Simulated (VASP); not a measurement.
# KTaO3 (Pm-3m) in VASP: notebook, part 2 of 2

VASP 6.6.1. The steps go on from the part before.

### Step 4. Single point, PBE

Input file INCAR:

```
PREC = Accurate
ENCUT = 520
EDIFF = 1E-6
ISMEAR = 0
SIGMA = 0.015
LREAL = False
LASPH = True
NELM = 80
ALGO = Normal
ISIF = 2
LWAVE = False
LCHARG = True
GGA = PE
LELF = True
LVHAR = True
NBANDS = 27
```

Input file KPOINTS:

```
Automatic mesh
0
Gamma
  7 7 7
```

Input file POSCAR:

```
KTaO3
1.0
    3.9883000000      0.0000000000      0.0000000000
    0.0000000000      3.9883000000      0.0000000000
    0.0000000000      0.0000000000      3.9883000000
Ta K O
1 1 3
Direct
    0.0000000000      0.0000000000      0.0000000000
    0.5000000000      0.5000000000      0.5000000000
    0.0000000000      0.0000000000      0.5000000000
    0.0000000000      0.5000000000      0.0000000000
    0.5000000000      0.0000000000      0.0000000000
```

Potentials or basis: VASP PAW PBE potentials, release 64 (Ta_pv, K_sv, O).

The run is started by

```sh
$ cat potpaw_PBE.64/Ta_pv/POTCAR potpaw_PBE.64/K_sv/POTCAR potpaw_PBE.64/O/POTCAR > POTCAR
$ mpirun -np 1 vasp_std > vasp.out
```

OUTCAR:

```text
PREC = Accurate
   ENCUT = 520
   EDIFF = 1E-6
   ISMEAR = 0
   LREAL = False
   LASPH = True
   NELM = 80
   ISIF = 2
   GGA = PE

 ion  position               nearest neighbor table
   1  0.000  0.000  0.000-   3 1.99   4 1.99   5 1.99   3 1.99   4 1.99   5 1.99   2 3.45   2 3.45
                             2 3.45   2 3.45   2 3.45   2 3.45   2 3.45   2 3.45
   2  0.500  0.500  0.500-   3 2.82   4 2.82   5 2.82   4 2.82   5 2.82   3 2.82   5 2.82   5 2.82
                             3 2.82   4 2.82   4 2.82   3 2.82   1 3.45   1 3.45   1 3.45   1 3.45
   3  0.000  0.000  0.500-   1 1.99   1 1.99   2 2.82   2 2.82   2 2.82   2 2.82
   4  0.000  0.500  0.000-   1 1.99   1 1.99   2 2.82   2 2.82   2 2.82   2 2.82
   5  0.500  0.000  0.000-   1 1.99   1 1.99   2 2.82   2 2.82   2 2.82   2 2.82

  LATTYP: Found a simple cubic cell.
 ALAT       =     3.9883000000

  Lattice vectors:

 A1 = (   3.9883000000,   0.0000000000,   0.0000000000)
 A2 = (   0.0000000000,   3.9883000000,   0.0000000000)
 A3 = (   0.0000000000,   0.0000000000,   3.9883000000)

Analysis of symmetry for initial positions (statically):
=====================================================================
 Subroutine PRICEL returns:
[... 176 lines left out ...]
 cond. band min:       3.9778511684   @ k =   0.0000   0.0000   0.0000
 fundamental gap:      2.2339104671
 Fermi energy:         1.9071159690

 k-point     1 :       0.0000    0.0000    0.0000
  band No.  band energies     occupation
      1     -32.3219      2.00000
      2     -32.3219      2.00000
      3     -32.3219      2.00000
      4     -25.5206      2.00000
      5     -15.7495      2.00000
      6     -15.0430      2.00000
[... 589 lines left out ...]
     26      12.8803      0.00000
     27      13.7818      0.00000

------------------------ aborting loop because EDIFF is reached ----------------------------------------

  FORCE on cell =-STRESS in cart. coord.  units (eV):
  Direction    XX          YY          ZZ          XY          YZ          ZX
  --------------------------------------------------------------------------------------
  -------------------------------------------------------------------------------------
  Total        2.4080966      2.4080966      2.4080966      0.0000000      0.0000000      0.0000000
  in kB       60.8164443     60.8164443     60.8164443      0.0000000      0.0000000      0.0000000
  external PRESSURE =      60.8164443 kB  Pullay stress =       0.0000000 kB

 VOLUME and BASIS-vectors are now :
 -----------------------------------------------------------------------------
  energy-cutoff  :      520.00
  volume of cell :       63.44
      direct lattice vectors                 reciprocal lattice vectors
     3.988300000  0.000000000  0.000000000     0.250733395  0.000000000  0.000000000
     0.000000000  3.988300000  0.000000000     0.000000000  0.250733395  0.000000000
     0.000000000  0.000000000  3.988300000     0.000000000  0.000000000  0.250733395

 POSITION                                       TOTAL-FORCE (eV/Angst)
 -----------------------------------------------------------------------------------
      0.00000      0.00000      0.00000         0.000000      0.000000      0.000000
      1.99415      1.99415      1.99415         0.000000      0.000000      0.000000
      0.00000      0.00000      1.99415         0.000000      0.000000      0.000000
      0.00000      1.99415      0.00000         0.000000      0.000000      0.000000
      1.99415      0.00000      0.00000         0.000000      0.000000      0.000000
 -----------------------------------------------------------------------------------
    total drift:                                0.000000     -0.000000      0.000000

  FREE ENERGIE OF THE ION-ELECTRON SYSTEM (eV)
  ---------------------------------------------------
  free  energy   TOTEN  =       -41.0298423416 eV

  energy  without entropy=      -41.0298423416  energy(sigma->0) =      -41.02984234
```

stdout:

```text
POSCAR found type information on POSCAR TaK O
 POSCAR found :  3 types and       5 ions
 scaLAPACK will be used
 LDA part: xc-table for (Slater+PW92), standard interpolation
 POSCAR, INCAR and KPOINTS ok, starting setup
 FFT: planning ... GRIDC
 FFT: planning ... GRID_SOFT
 FFT: planning ... GRID
 WAVECAR not read
 entering main loop
```

Run time: 23 s. Hardware: 1 thread of Intel Xeon 6975P-C (Granite Rapids), shared host; peak memory 0.18 GiB.

Results:

```
Free energy            : -41.0298 eV
Pressure               : 6.1 GPa
Band gap on the k mesh : 2.23 eV, indirect (least direct gap 2.80 eV)
```

Caveat: spin-orbit coupling is left out, which moves the levels of the heavy elements. Expect the measured gap to be larger: semilocal functionals such as PBE lack the derivative discontinuity.

### Step 5. Single point, BLYP+D3(BJ)

This run uses another cell than the first one, of 12.89 Å³/atom, 1.016 times its volume.

Input file INCAR:

```
SYSTEM = KTaO3
PREC = Accurate
ENCUT = 520
EDIFF = 1E-6
ISMEAR = -1
SIGMA = 0.05
LREAL = .False.
LASPH = .True.
NELM = 60
ALGO = Normal
ISIF = 2
LWAVE = .False.
LCHARG = .True.
GGA = B5
ALDAX = 1.0
AGGAX = 1.0
AGGAC = 1.0
ALDAC = 0.0
IVDW = 12
VDW_S6 = 1.0
VDW_S8 = 2.6996
VDW_A1 = 0.4298
VDW_A2 = 4.2359
LELF = .True.
LVHAR = .True.
NBANDS = 27
```

Input file KPOINTS:

```
Automatic mesh
0
Gamma
  7 7 7
  0 0 0
```

POSCAR: that of step 4 with these lines changed.

```diff
@@ -2,5 +2,5 @@
 1.0
-    3.9883000000      0.0000000000      0.0000000000
-    0.0000000000      3.9883000000      0.0000000000
-    0.0000000000      0.0000000000      3.9883000000
+    4.0092750483      0.0000000000      0.0000000000
+    0.0000000000      4.0092750483      0.0000000000
+    0.0000000000      0.0000000000      4.0092750483
 Ta K O
```

The run is started by

```sh
$ cat potpaw_PBE.64/Ta_pv/POTCAR potpaw_PBE.64/K_sv/POTCAR potpaw_PBE.64/O/POTCAR > POTCAR
$ mpirun -np 1 vasp_std > vasp.out
```

Wall time 32 s (1 thread of Intel Xeon 6975P-C (Granite Rapids), shared host); peak memory 0.2 GiB.

The run converged. Its results:

| Item | Value |
| --- | --- |
| Free energy | -41.8907 eV |
| Pressure | 1.3 GPa |
| Band gap on the k mesh | 2.24 eV, indirect (least direct gap 2.81 eV) |
| Dispersion energy per atom | -0.533 eV |

Levels at points of the mesh, in eV from the valence-band top:
| k point | band 16 | band 17 | band 18 | band 19 | band 20 | band 21 | band 22 | band 23 |
| --- | --- | --- | --- | --- | --- | --- | --- | --- |
| (0.00, 0.00, 0.00) | -0.96 | -0.56 | -0.56 | -0.56 | 2.24 | 2.24 | 2.24 | 6.67 |

Caveat: the PAW data sets were made with another functional, which shifts forces and pressure a little; spin-orbit coupling is left out, which moves the levels of the heavy elements. A k mesh can miss the band edges.

### Step 6. Single point, BLYP+D4

This run uses another cell than the first one, of 13.09 Å³/atom, 1.031 times its volume.

Input file INCAR:

```
  PREC = Accurate
  ENCUT = 520
  EDIFF = 1E-6
  ISMEAR = -1
  SIGMA = 0.05
  LREAL = False
  LASPH = True
  NELM = 80
  ALGO = Normal
  ISIF = 2
  LWAVE = False
  LCHARG = True
  GGA = B5
  ALDAX = 1.0
  AGGAX = 1.0
  AGGAC = 1.0
  ALDAC = 0.0
  IVDW = 13
  VDW_S6 = 1.0
  VDW_S8 = 2.34076671
  VDW_A1 = 0.44488865
  VDW_A2 = 4.0933009
  LELF = True
  LVHAR = True
  NBANDS = 27
```

Input file KPOINTS:

```
regular mesh
0
Gamma
  7 7 7
```

POSCAR: that of step 5 with these lines changed.

```diff
@@ -2,5 +2,5 @@
 1.0
-    4.0092750483      0.0000000000      0.0000000000
-    0.0000000000      4.0092750483      0.0000000000
-    0.0000000000      0.0000000000      4.0092750483
+    4.0295878139      0.0000000000      0.0000000000
+    0.0000000000      4.0295878139      0.0000000000
+    0.0000000000      0.0000000000      4.0295878139
 Ta K O
```

Potentials or basis: VASP PAW PBE potentials, release 64 (Ta_pv, K_sv, O).

The run is started by

```sh
$ cat potpaw_PBE.64/Ta_pv/POTCAR potpaw_PBE.64/K_sv/POTCAR potpaw_PBE.64/O/POTCAR > POTCAR
$ mpirun -np 1 vasp_std > vasp.out
```

It took 34 s on 1 thread of Intel Xeon 6975P-C (Granite Rapids), shared host; peak memory 0.18 GiB.

It converged, with:

| Item | Value |
| --- | --- |
| Free energy | -40.6862 eV |
| Pressure | 1.2 GPa |
| Band gap on the k mesh | 2.21 eV, indirect (least direct gap 2.77 eV) |
| Dispersion energy per atom | -0.284 eV |

Levels at points of the mesh, in eV from the valence-band top:
| k point | band 16 | band 17 | band 18 | band 19 | band 20 | band 21 | band 22 | band 23 |
| --- | --- | --- | --- | --- | --- | --- | --- | --- |
| (0.00, 0.00, 0.00) | -0.94 | -0.57 | -0.57 | -0.57 | 2.21 | 2.21 | 2.21 | 6.50 |

Caveat: the PAW data sets were made with another functional, which shifts forces and pressure a little; spin-orbit coupling is left out, which moves the levels of the heavy elements.

### Step 7. The runs side by side

```csv
level,potentials or basis,U,cell,cutoff (eV),smearing,second run,gap on the mesh (eV),pressure (GPa)
PBEsol+U,"VASP PAW PBE potentials, release 64 (Ta_sv_GW, K_sv, O)",Ta d U = 6.0 eV,"a = 3.988 Å, 5 atoms",600,fermi-dirac 0.05 eV,valence_matched,3.03,6.1
PBE,"VASP PAW PBE potentials, release 64 (Ta_sv_GW, K_sv, O)",-,"a = 3.934 Å, 5 atoms",600,fermi-dirac 0.05 eV,valence_matched,2.36,15.1
PBE,"VASP PAW PBE potentials, release 64 (Ta_pv, K_sv, O)",-,"a = 3.988 Å, 5 atoms",520,gaussian 0.015 eV,-,2.23,6.1
BLYP+D3(BJ),"VASP PAW PBE potentials, release 64 (Ta_pv, K_sv, O)",-,"a = 4.009 Å, 5 atoms",520,fermi-dirac 0.05 eV,-,2.24,1.3
BLYP+D4,"VASP PAW PBE potentials, release 64 (Ta_pv, K_sv, O)",-,"a = 4.030 Å, 5 atoms",520,fermi-dirac 0.05 eV,-,2.21,1.2
```

Alike in all rows: task single point; no spin polarisation; k mesh 7 × 7 × 7.

Caveats: spin-orbit coupling is left out, which moves the levels of the heavy elements; the PAW data sets were made with another functional, which shifts forces and pressure a little (some runs).

Absolute energies hang on the potentials; compare differences alone.
